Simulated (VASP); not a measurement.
# YbB2 (P6/mmm) in VASP: further runs

YbB2 is run at these levels: PBE; tasks: relaxation of shape and atoms at fixed volume.

All numbers are computed with VASP 6.6.1; they aren't measurements. Logs are shortened: lines on timing, memory, paths and dates and some standing lists are left out, and cuts for length are marked.

## 1. The cell of the first run

Symmetry: P6/mmm, No. 191, hexagonal system. Conventional cell: a = 3.251 Å, b = 3.251 Å, c = 3.871 Å, α = 90.00°, β = 90.00°, γ = 120.00°. Yb (site symmetry 6/mmm) has 12 B at 2.70 Å and 6 Yb at 3.25 Å within 3.6 Å. Within 2.5 Å of B (site symmetry -6m2) lie 3 B at 1.88 Å.

## 2. Relaxation of shape and atoms at fixed volume, PBE (11.81 Å³/atom)

The input, INCAR:

```
SYSTEM = YbB2
PREC     = Accurate       ! precision mode
ENCUT    = 600            ! plane-wave cutoff, eV
EDIFF    = 1E-7           ! SCF threshold, eV
ISMEAR   = 0              ! smearing method
SIGMA    = 0.05           ! smearing width, eV
LREAL    = .FALSE.        ! projectors in reciprocal space
LASPH    = .TRUE.         ! aspherical terms in the spheres
NELM     = 80             ! most SCF steps
ALGO     = Normal         ! electronic algorithm
ISIF     = 4              ! what is computed and relaxed
LWAVE    = .FALSE.        ! write WAVECAR
LCHARG   = .FALSE.        ! write CHGCAR
GGA      = PE             ! functional
IBRION   = 2              ! ionic algorithm
NSW      = 60             ! ionic steps
EDIFFG   = -0.01          ! ionic threshold
```

The input, KPOINTS:

```
regular mesh
0
G
  14 14 10
  0 0 0
```

The input, POSCAR:

```
YbB2
1.0
    3.2506548976      0.0000000000      0.0000000000
   -1.6253274488      2.8151497203      0.0000000000
    0.0000000000      0.0000000000      3.8714723384
Yb B
1 2
Direct
    0.0000000000      0.0000000000      0.0000000000
    0.3333333333      0.6666666667      0.5000000000
    0.6666666667      0.3333333333      0.5000000000
```

Potentials or basis: VASP PAW PBE potentials, release 64 (Yb, B).

The run is started by

```sh
$ cat potpaw_PBE.64/Yb/POTCAR potpaw_PBE.64/B/POTCAR > POTCAR
$ mpirun -np 1 vasp_std > vasp.out
```

OUTCAR:

```text
SYSTEM = YbB2
   PREC = Accurate
   ENCUT = 600
   EDIFF = 1E-7
   ISMEAR = 0
   LREAL = .FALSE.
   LASPH = .TRUE.
   NELM = 80
   ISIF = 4
   GGA = PE
   IBRION = 2
   NSW = 60
   EDIFFG = -0.01

 ion  position               nearest neighbor table
   1  0.000  0.000  0.000-   2 2.70   3 2.70   2 2.70   3 2.70   3 2.70   3 2.70   2 2.70   2 2.70
                             3 2.70   3 2.70   2 2.70   2 2.70
   2  0.333  0.667  0.500-   3 1.88   3 1.88   3 1.88   1 2.70   1 2.70   1 2.70   1 2.70   1 2.70
                             1 2.70
   3  0.667  0.333  0.500-   2 1.88   2 1.88   2 1.88   1 2.70   1 2.70   1 2.70   1 2.70   1 2.70
                             1 2.70

  LATTYP: Found a hexagonal cell.
 ALAT       =     3.2506548976
 C/A-ratio  =     1.1909822668

  Lattice vectors:

 A1 = (   3.2506548976,   0.0000000000,   0.0000000000)
 A2 = (  -1.6253274488,   2.8151497203,   0.0000000000)
 A3 = (   0.0000000000,   0.0000000000,   3.8714723384)

Analysis of symmetry for initial positions (statically):
=====================================================================
 Subroutine PRICEL returns:
 Original cell was already a primitive cell.

 Routine SETGRP: Setting up the symmetry group for a
 hexagonal supercell.

 Subroutine GETGRP returns: Found 24 space group operations
 (whereof 24 operations were pure point group operations)
 out of a pool of 24 trial point group operations.

The static configuration has the point symmetry D_6h.

Analysis of symmetry for dynamics (positions and initial velocities):
=====================================================================
 Subroutine PRICEL returns:
 Original cell was already a primitive cell.

 Routine SETGRP: Setting up the symmetry group for a
 hexagonal supercell.

 Subroutine GETGRP returns: Found 24 space group operations
 (whereof 24 operations were pure point group operations)
 out of a pool of 24 trial point group operations.

The dynamic configuration has the point symmetry D_6h.

 Subroutine INISYM returns: Found 24 space group operations
 (whereof 24 operations are pure point group operations),
 and found     1 'primitive' translations

[... 153 lines left out ...]
  -------------------------------------------------------------------------------------
  Total       -0.6023974     -0.6023974     -0.5053897      0.0000000     -0.0000000     -0.0000000
  in kB      -27.2423847    -27.2423847    -22.8553788      0.0000000     -0.0000000     -0.0000000
  external PRESSURE =     -25.7800494 kB  Pullay stress =       0.0000000 kB

 VOLUME and BASIS-vectors are now :
 -----------------------------------------------------------------------------
  energy-cutoff  :      600.00
  volume of cell :       35.43
      direct lattice vectors                 reciprocal lattice vectors
     3.250654898  0.000000000  0.000000000     0.307630318  0.177610447  0.000000000
    -1.625327449  2.815149720  0.000000000     0.000000000  0.355220894  0.000000000
     0.000000000  0.000000000  3.871472338     0.000000000  0.000000000  0.258299663

 POSITION                                       TOTAL-FORCE (eV/Angst)
 -----------------------------------------------------------------------------------
      0.00000      0.00000      0.00000        -0.000000      0.000000      0.000000
     -0.00000      1.87677      1.93574        -0.000000     -0.000000      0.000000
      1.62533      0.93838      1.93574         0.000000      0.000000      0.000000
 -----------------------------------------------------------------------------------
    total drift:                               -0.000000      0.000000      0.000000

  FREE ENERGIE OF THE ION-ELECTRON SYSTEM (eV)
  ---------------------------------------------------
  free  energy   TOTEN  =       -18.1334156910 eV

  energy  without entropy=      -18.1292379991  energy(sigma->0) =      -18.13132685

--------------------------------------- Ionic step        2  -------------------------------------------

 number of electron      29.9999996 magnetization

 Free energy of the ion-electron system (eV)
  ---------------------------------------------------
  ext. energy  EPLUGINS =         0.00000000
  ---------------------------------------------------
  free energy    TOTEN  =       -18.13347717 eV

  energy without entropy =      -18.12929804  energy(sigma->0) =      -18.13138760

 E-fermi :   3.8885     XC(G=0): -12.1099

 val. band max:        3.8885020165   @ k =   0.1429   0.0000   0.1000
 cond. band min:       3.8888254199   @ k =   0.2143  -0.0000   0.2000
 fundamental gap:      0.0003234034
 Fermi energy:         3.8885426412

 k-point     1 :       0.0000    0.0000    0.0000
  band No.  band energies     occupation
      1     -47.0076      2.00000
      2     -19.2045      2.00000
      3     -18.8678      2.00000
      4     -18.8678      2.00000
      5      -7.0900      2.00000
      6       2.2527      2.00000
[... 505 lines left out ...]
      6      -2.1896      2.00000
[... 11 lines left out ...]
     18       8.3768      0.00000
     19      10.9301      0.00000

 [... further k-points ...]

------------------------ aborting loop because EDIFF is reached ----------------------------------------

  FORCE on cell =-STRESS in cart. coord.  units (eV):
  Direction    XX          YY          ZZ          XY          YZ          ZX
  --------------------------------------------------------------------------------------
  -------------------------------------------------------------------------------------
  Total       -0.5684578     -0.5684578     -0.5478652      0.0000000     -0.0000000      0.0000000
  in kB      -25.7075242    -25.7075242    -24.7762596      0.0000000     -0.0000000      0.0000000
  external PRESSURE =     -25.3971027 kB  Pullay stress =       0.0000000 kB

 VOLUME and BASIS-vectors are now :
 -----------------------------------------------------------------------------
  energy-cutoff  :      600.00
  volume of cell :       35.43
      direct lattice vectors                 reciprocal lattice vectors
     3.248965468  0.000000000 -0.000000000     0.307790283  0.177702803  0.000000000
    -1.624482734  2.813686632  0.000000000     0.000000000  0.355405605  0.000000000
    -0.000000000 -0.000000000  3.875499638     0.000000000  0.000000000  0.258031246

 POSITION                                       TOTAL-FORCE (eV/Angst)
 -----------------------------------------------------------------------------------
      3.24897      0.00000     -0.00000        -0.000000      0.000000     -0.000000
     -0.00000      1.87579      1.93775         0.000000     -0.000000     -0.000000
      1.62448      0.93790      1.93775        -0.000000     -0.000000      0.000000
 -----------------------------------------------------------------------------------
    total drift:                                0.000000      0.000000     -0.000000

  FREE ENERGIE OF THE ION-ELECTRON SYSTEM (eV)
  ---------------------------------------------------
  free  energy   TOTEN  =       -18.1334771655 eV

  energy  without entropy=      -18.1292980371  energy(sigma->0) =      -18.13138760

 reached required accuracy - stopping structural energy minimisation
```

OSZICAR:

```text
N       E                     dE             d eps       ncg     rms          rms(c)
[... 57 lines left out ...]
DAV:   2    -0.181336826975E+02    0.42798E-03   -0.23822E-03  9071   0.246E+00    0.107E-01
DAV:   3    -0.181336149040E+02    0.67793E-04   -0.13115E-03  8610   0.195E+00    0.150E-01
DAV:   4    -0.181335053372E+02    0.10957E-03   -0.18569E-03  8910   0.152E+00    0.832E-02
DAV:   5    -0.181334799458E+02    0.25391E-04   -0.14227E-04 10151   0.431E-01    0.576E-02
DAV:   6    -0.181334785612E+02    0.13846E-05   -0.13391E-05  9114   0.149E-01    0.257E-02
DAV:   7    -0.181334770551E+02    0.15061E-05   -0.12061E-05  9463   0.125E-01    0.415E-03
DAV:   8    -0.181334771692E+02   -0.11409E-06   -0.98981E-07  9044   0.144E-02    0.298E-03
DAV:   9    -0.181334771655E+02    0.37298E-08   -0.10084E-07  4081   0.115E-02
   2 F= -.18133477E+02 E0= -.18131388E+02  d E =-.614744E-04
```

CONTCAR:

```text
YbB2
   1.00000000000000
     3.2489654683082061    0.0000000000000000   -0.0000000000000000
    -1.6244827341541030    2.8136866316145710    0.0000000000000000
    -0.0000000000000000   -0.0000000000000000    3.8754996383845768
  Yb              B
     1     2
Direct
     1.0000000000000000    0.0000000000000000    0.0000000000000000
     0.3333333332999970    0.6666666667000030    0.5000000000000000
     0.6666666667000030    0.3333333332999970    0.5000000000000000

  0.00000000E+00  0.00000000E+00  0.00000000E+00
  0.00000000E+00  0.00000000E+00  0.00000000E+00
  0.00000000E+00  0.00000000E+00  0.00000000E+00
```

It took 4.1 min on 1 thread of AMD EPYC 9R45 (Zen 5), shared host; peak memory 0.27 GiB.

What came out:

```
Free energy               : -18.1335 eV
Energy gained by relaxing : 0.0 meV/atom
Ionic steps               : 2
Pressure after relaxing   : -2.5 GPa
Band gap on the k mesh    : zero (bands 15 and 16 overlap by 1.24 eV)
```

Stress tensor (GPa, compression positive):
```
-2.57  0.00  0.00
 0.00 -2.57  0.00
 0.00  0.00 -2.48
```

Final structure:
```xyz
3
Lattice="3.2490 0.0000 0.0000 -1.6245 2.8137 0.0000 0.0000 0.0000 3.8755" Properties=species:S:1:pos:R:3 pbc="T T T"
Yb    3.2490    0.0000    0.0000
B     0.0000    1.8758    1.9377
B     1.6245    0.9379    1.9377
```

Caveat: spin-orbit coupling is left out, which moves the levels of the heavy elements.

## 3. Relaxation of shape and atoms at fixed volume, PBE (12.04 Å³/atom)

This run uses another cell than the first one, of 12.04 Å³/atom.

The input, INCAR:

```
PREC = Accurate
ENCUT = 600
EDIFF = 1E-6
ISMEAR = 0
SIGMA = 0.05
LREAL = F
LASPH = T
NELM = 80
ALGO = Normal
ISIF = 4
LWAVE = F
LCHARG = F
GGA = PE
IBRION = 2
NSW = 60
EDIFFG = -0.01
```

The input, KPOINTS:

```
Automatic mesh
0
Gamma
  14 14 10
```

The input, POSCAR:

```
YbB2
1.0
    3.2695679519      0.0000000000      0.0000000000
   -1.6347839759      2.8315289057      0.0000000000
    0.0000000000      0.0000000000      3.9018477890
Yb B
1 2
Direct
    0.0000000000      0.0000000000      0.0000000000
    0.3333333333      0.6666666667      0.5000000000
    0.6666666667      0.3333333333      0.5000000000
```

Potentials or basis: VASP PAW PBE potentials, release 64 (Yb, B).

The run is started by

```sh
$ cat potpaw_PBE.64/Yb/POTCAR potpaw_PBE.64/B/POTCAR > POTCAR
$ mpirun -np 1 vasp_std > vasp.out
```

Wall time 4.1 min (1 thread of AMD EPYC 9R45 (Zen 5), shared host); peak memory 0.27 GiB.

Results (log left out):

```
Free energy               : -18.1174 eV
Energy gained by relaxing : 0.0 meV/atom
Ionic steps               : 4
Pressure after relaxing   : -5.5 GPa
Band gap on the k mesh    : zero (bands 15 and 16 overlap by 1.21 eV)
```

Stress tensor (GPa, compression positive):
```
-5.41  0.00  0.00
 0.00 -5.41  0.00
 0.00  0.00 -5.59
```

Final structure:
```cif
data_structure
_symmetry_space_group_name_H-M 'P 1'
_symmetry_Int_Tables_number 1
_cell_length_a 3.2675
_cell_length_b 3.2675
_cell_length_c 3.9068
_cell_angle_alpha 90.000
_cell_angle_beta 90.000
_cell_angle_gamma 120.000
_cell_volume 36.12
loop_
_atom_site_label
_atom_site_type_symbol
_atom_site_fract_x
_atom_site_fract_y
_atom_site_fract_z
_atom_site_occupancy
Yb1 Yb 0.00000 0.00000 0.00000 1
B1 B 0.33333 0.66667 0.50000 1
B2 B 0.66667 0.33333 0.50000 1
```

Levels at points of the mesh, in eV from the Fermi level:
| k point | band 11 | band 12 | band 13 | band 14 | band 15 | band 16 | band 17 | band 18 | band 19 |
| --- | --- | --- | --- | --- | --- | --- | --- | --- | --- |
| (0.00, 0.00, 0.00) | -0.33 | -0.33 | -0.30 | -0.27 | -0.27 | 0.04 | 6.18 | 6.28 | 6.28 |
| (0.50, 0.00, 0.00) | -0.41 | -0.32 | -0.29 | -0.22 | 0.06 | 0.19 | 3.45 | 5.76 | 6.48 |
| (0.00, 0.00, 0.50) | -0.30 | -0.26 | -0.26 | 0.96 | 0.96 | 3.66 | 3.66 | 3.82 | 4.08 |
| (0.50, 0.00, 0.50) | -0.45 | -0.38 | -0.33 | -0.27 | -0.23 | -0.11 | 5.30 | 6.08 | 8.13 |

Caveat: spin-orbit coupling is left out, which moves the levels of the heavy elements. Spin polarisation is off, so any magnetic state and its effect on volume and gap are missing.
